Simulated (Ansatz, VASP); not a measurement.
## One calculation of NaCl, two programs

```
Na Cl
1.0
     3.02883    0.00000    0.00000
     0.00000    3.02883    0.00000
     0.00000    0.00000    3.02883
Na Cl
1 1
Direct
  0.00000 0.00000 0.00000
  0.50000 0.50000 0.50000
```

Alike in both runs: task single point; functional PBE; k mesh 8 × 8 × 8; occupations gaussian, width 0.05 eV; no spin polarisation.

|  | VASP | Ansatz |
| --- | --- | --- |
| version | VASP 6.6.1 | Ansatz 0.2.0 |
| potentials or method | VASP PAW PBE potentials, release 64 (Na_pv, Cl), cutoff 500 eV | scalar-relativistic, plane waves, PAW |
| valence electrons in the cell | 14 | 16 |

|  | VASP | Ansatz | Ansatz less VASP |
| --- | --- | --- | --- |
| gap on the k mesh at the Fermi level (eV) | 4.99 | 4.95 | -0.034 |
| least direct gap on the mesh (eV) | 4.99 | 4.95 | -0.034 |

With one functional, cell and mesh, what is left measures potentials, basis and numerics. VASP's potentials hold 14 valence electrons a cell and Ansatz's 16, so a difference there can come from the potentials and not from the codes.
